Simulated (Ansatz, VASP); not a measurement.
# Two plane-wave programs on B5P

```
CELL_PARAMETERS angstrom
-1.93830 1.93830 3.30804
1.93830 -1.93830 3.30804
1.93830 1.93830 -3.30804
ATOMIC_POSITIONS crystal
B 0.00000 0.00000 0.00000
B 0.74016 0.74016 0.00000
B 0.25984 0.25984 0.00000
B 0.12087 0.62087 0.50000
B 0.37913 0.87913 0.50000
P 0.75000 0.25000 0.50000
```

Alike in both runs: functional PBE; k mesh 5 × 5 × 5; occupations gaussian, width 0.2 eV; no spin polarisation.

Ansatz relaxed the structure, and its values are those at the end. VASP's run is a single point on that final structure, the one shown.

|  | VASP | Ansatz |
| --- | --- | --- |
| version | VASP 6.6.1 | Ansatz 0.2.0 |
| potentials or method | VASP PAW PBE potentials, release 64 (B, P), cutoff 500 eV | scalar-relativistic, plane waves, PAW |
| valence electrons in the cell | 20 | 20 |

Ansatz gave:

- gap on the k mesh at the Fermi level (eV): none
- pressure (GPa): -0.8
- rms of the force components (eV/Å): 0.020

What did VASP give for the same quantities?

gap on the k mesh at the Fermi level (eV): none; pressure (GPa): -0.9; rms of the force components (eV/Å): 0.015.

A gap of «none» marks a metal or a gap that the smearing closes.

The k mesh is coarse, so the values compare programs but aren't converged.
